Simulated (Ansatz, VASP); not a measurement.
# Two plane-wave programs on GaH3

```
CELL_PARAMETERS angstrom
6.75513 0.00000 0.00000
-3.37757 5.85012 0.00000
0.00000 0.00000 3.49657
ATOMIC_POSITIONS crystal
Ga 0.50000 0.00000 0.00000
Ga 0.50000 0.50000 0.00000
Ga 0.00000 0.50000 0.00000
H 0.50000 0.00000 0.50000
H 0.57780 0.78890 0.00000
H 0.42220 0.21110 0.00000
H 0.21110 0.78890 0.00000
H 0.78890 0.21110 0.00000
H 0.50000 0.50000 0.50000
H 0.21110 0.42220 0.00000
H 0.78890 0.57780 0.00000
H 0.00000 0.50000 0.50000
```

Alike in both runs: functional PBE; k mesh 6 × 6 × 10; occupations gaussian, width 0.1 eV; no spin polarisation.

Ansatz relaxed the structure, and its values are those at the end. VASP's run is a single point on that final structure, the one shown.

|  | VASP | Ansatz |
| --- | --- | --- |
| version | VASP 6.6.1 | Ansatz 0.2.0 |
| potentials or method | VASP PAW PBE potentials, release 64 (Ga_d, H), cutoff 520 eV | scalar-relativistic, plane waves, PAW |
| valence electrons in the cell | 48 | 48 |

```tsv
	VASP	Ansatz	Ansatz less VASP
gap on the k mesh at the Fermi level (eV)	none	none	-
pressure (GPa)	-0.1	0.0	+0.07
```

A gap of «none» marks a metal or a gap that the smearing closes. With one functional, cell and mesh, what is left measures potentials, basis and numerics. Ansatz's warnings: xc potential rough in thin density.
